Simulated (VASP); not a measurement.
A run of VASP 6.6.1 is set up as follows.

Contents of INCAR:

```
SYSTEM = AlN
  ALGO = Normal
  EDIFF = 1E-6
  ENCUT = 520
  GGA = PE
  ISIF = 2
  ISMEAR = 0
  LASPH = .True.
  LCHARG = .True.
  LELF = .True.
  LREAL = .False.
  LVHAR = .True.
  LWAVE = .False.
  NBANDS = 16
  NELM = 100
  PREC = Accurate
  SIGMA = 0.02
```

The input KPOINTS:

```
k-points
0
Gamma
  9 9 5
  0 0 0
```

POSCAR

```
AlN
1.0
    3.0950015819      0.0000000000      0.0000000000
   -1.5475007910      2.6803499947      0.0000000000
    0.0000000000      0.0000000000      5.0866196226
Al N
2 2
Direct
    0.6666666667      0.3333333333      0.4992342258
    0.3333333333      0.6666666667      0.9992342258
    0.6666666667      0.3333333333      0.8807657742
    0.3333333333      0.6666666667      0.3807657742
```

Potentials or basis: VASP PAW PBE potentials, release 64 (Al, N).

Run with:

```bash
$ cat potpaw_PBE.64/Al/POTCAR potpaw_PBE.64/N/POTCAR > POTCAR
$ mpirun -np 1 vasp_std > vasp.out
```

Question: What does it give for the largest force?

Answer: 0.250 eV/Å.

Question: What does it give for the pressure?

Answer: 1.9 GPa.

Stress tensor (GPa, compression positive):
```
 5.15  0.00  0.00
 0.00  5.15  0.00
 0.00  0.00 -4.59
```
